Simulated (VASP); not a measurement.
Wanted: the native input for a VASP 6.6.1 run.

```yaml
Task: single point
Functional: RPBE
Potentials_or_basis: VASP PAW PBE potentials, release 64 (Mn_pv)
Cutoff: 520 eV
k_mesh: 12 × 12 × 12
Occupations: fermi-dirac, width 0.05 eV
Spin: collinear spin, antiferromagnetic start
Starting_moments: "[3.14, -3.14] μB"
Dipole_correction: no
Further_INCAR_settings: ALGO = Normal; EDIFF = 1e-06; NBANDS = 24
```

The structure of Mn lies in POSCAR:

```
Mn
1.0
    3.1063722210      0.0000000000      0.0000000000
    0.0000000000      3.1063722210      0.0000000000
    0.0000000000      0.0000000000      3.1063722210
Mn
2
Direct
    0.0000000000      0.0000000000      0.0000000000
    0.5000000000      0.5000000000      0.5000000000
```

This isn't the form of Mn at room conditions, which is a 58-atom cubic cell.

One way to write it, as run:

INCAR

```
SYSTEM = Mn
PREC = Accurate
ENCUT = 520
EDIFF = 1E-6
ISMEAR = -1
SIGMA = 0.05
LREAL = .False.
LASPH = .True.
NELM = 150
ALGO = Normal
ISIF = 2
LWAVE = .False.
LCHARG = .False.
ISPIN = 2
MAGMOM = 3.14 -3.14
LORBIT = 11
LMAXMIX = 4
GGA = RP
NBANDS = 24
```

KPOINTS

```
regular mesh
0
Gamma
  12 12 12
  0 0 0
```

Potentials or basis: VASP PAW PBE potentials, release 64 (Mn_pv).

Command:

```sh
$ cat potpaw_PBE.64/Mn_pv/POTCAR > POTCAR
$ mpirun -np 1 vasp_std > vasp.out
```

Results of the run:

* Pressure: -4.2 GPa
* Band gap on the k mesh: zero (filled and empty bands overlap)
* Net moment: 0.00 μB per cell
* Site moments: Mn +3.44, -3.44 μB
* Valence electrons inside the program's atomic spheres: Mn 11.50

Caveat: the cell stands under tension; the PAW data sets were made with another functional, which shifts forces and pressure a little.

It took 37 s on 1 thread of AMD EPYC 9R45 (Zen 5), on a shared host, peak memory 0.17 GiB.
